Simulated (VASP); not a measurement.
Pd:

```
Pd
1.0
     2.51410    0.00000    0.00000
     0.00000    2.51410    0.00000
     0.00000    0.00000    2.51410
Pd
1
Direct
  0.00000 0.00000 0.00000
```

```yaml
Program: VASP 6.6.1
Task: relaxation of cell and atoms
Functional: PBE
Potentials_or_basis: VASP PAW PBE potentials, release 64 (Pd)
Cutoff: 500 eV
k_mesh: 12 × 12 × 12
Occupations: fermi-dirac, width 0.1 eV
Spin: no spin polarisation
```

At the start: pressure 19.0 GPa; volume 15.89 Å³/atom.

Task: Where does the relaxation end?

Result: Over 4 steps the energy falls by 103.4 meV/atom and the volume is 17.87 Å³/atom (+12.4 %); space group Pm-3m (No. 221, to 0.05 Å).

Step by step:
```csv
step,energy change (eV),largest force (eV/Å),pressure (GPa),volume (Å³)
1,0.0000,0.0000,19.05,15.89
2,0.0174,0.0000,-11.87,20.64
3,-0.1033,0.0000,-0.38,17.91
4,-0.1034,0.0000,-0.08,17.87
```

Final structure:
```cif
data_structure
_symmetry_space_group_name_H-M 'P 1'
_symmetry_Int_Tables_number 1
_cell_length_a 2.6143
_cell_length_b 2.6143
_cell_length_c 2.6143
_cell_angle_alpha 90.000
_cell_angle_beta 90.000
_cell_angle_gamma 90.000
_cell_volume 17.87
loop_
_atom_site_label
_atom_site_type_symbol
_atom_site_fract_x
_atom_site_fract_y
_atom_site_fract_z
_atom_site_occupancy
Pd1 Pd 0.00000 0.00000 0.00000 1
```
